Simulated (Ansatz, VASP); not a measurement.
Two plane-wave programs on KScS2

Contents of POSCAR:

```
KScS2
1.0
    3.9528842915      0.0000000000      0.0000000000
    0.0000000000      3.9528842915      0.0000000000
    0.0000000000      0.0000000000      5.3539208547
K S Sc
1 2 1
Direct
    0.0000000000      0.0000000000      0.0000000000
    0.0000000000      0.0000000000      0.5000000000
    0.5000000000      0.5000000000      0.0000000000
    0.5000000000      0.5000000000      0.5000000000
```

File INCAR.step1:

```
SYSTEM = KScS2
  PREC = Accurate
  ENCUT = 520
  ISMEAR = -1
  SIGMA = 0.02
  LREAL = .FALSE.
  LASPH = .TRUE.
  NELM = 80
  NBANDS = 24
  GGA = PE
  ALGO = Normal
  EDIFF = 1E-4
  LWAVE = .TRUE.
  LCHARG = .FALSE.
```

The input INCAR.step2:

```
SYSTEM = KScS2
  PREC = Accurate
  ENCUT = 520
  EDIFF = 1E-6
  ISMEAR = -1
  SIGMA = 0.02
  LREAL = .FALSE.
  LASPH = .TRUE.
  NELM = 80
  ALGO = Normal
  ISIF = 2
  LWAVE = .FALSE.
  LCHARG = .FALSE.
  METAGGA = R2SCAN
  LMIXTAU = .TRUE.
  NBANDS = 24
  ISTART = 1
```

File KPOINTS:

```
regular mesh
0
G
  6 6 4
  0 0 0
```

Input for Ansatz:

```yaml
crystal:
  lattice:
    - [3.9528842915, 0.0, 0.0]
    - [0.0, 3.9528842915, 0.0]
    - [0.0, 0.0, 5.3539208547]
  atoms:
    - { symbol: K, position: [0.0, 0.0, 0.0] }
    - { symbol: S, position: [0.0, 0.0, 0.5] }
    - { symbol: Sc, position: [0.5, 0.5, 0.5] }
    - { symbol: S, position: [0.5, 0.5, 0.0] }
kpoints:
  mp_grid: { grid: [6, 6, 4] }
hamiltonian:
  xc: r2scan
scf:
  occupations: { method: fermi_dirac, width: 0.02 }
  n_extra_bands: 5
output:
  forces: true
  stress: true
  eigenvalues: true
```

Alike in both runs: task single point; functional r2SCAN; k mesh 6 × 6 × 4; occupations fermi-dirac, width 0.02 eV; no spin polarisation.

```csv
,VASP,Ansatz
version,VASP 6.6.1,Ansatz 0.2.0
potentials or method,"VASP PAW PBE potentials, release 64 (K_sv, S, Sc_sv)","plane waves, PAW"
plane-wave cutoff (eV),520,500
valence electrons in the cell,32,32
```

Ansatz gave:

| Quantity | Value |
| --- | --- |
| pressure (GPa) | 4.5 |

**Question.** Which values does VASP return?

**Answer.** Pressure (GPa): 4.8.

VASP's potentials were made for PBE, not for r2SCAN. The functional is the same, so the differences come from potentials, cutoffs and numerics.
